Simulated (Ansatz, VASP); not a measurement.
Ca: VASP beside Ansatz

```
CELL_PARAMETERS angstrom
3.34261 0.00000 0.00000
0.00000 3.34261 0.00000
0.00000 0.00000 3.34261
ATOMIC_POSITIONS crystal
Ca 0.00000 0.00000 0.00000
```

Change from the starting cell: volume scaled by 0.9, LAPW.

Alike in both runs: task single point; functional PBEsol; k mesh 11 × 11 × 11; occupations fermi-dirac, width 0.08 eV; no spin polarisation.

|  | VASP | Ansatz |
| --- | --- | --- |
| version | VASP 6.6.1 | Ansatz 0.2.0 |
| potentials or method | VASP PAW PBE potentials, release 64 (Ca_sv), cutoff 520 eV | all-electron LAPW, scalar-relativistic |

```tsv
	VASP	Ansatz	Ansatz less VASP
pressure (GPa)	1.4	1.4	+0.01
```

VASP's potentials were made for PBE, not for PBEsol. Ansatz ran all-electron here, and VASP with PAW potentials.
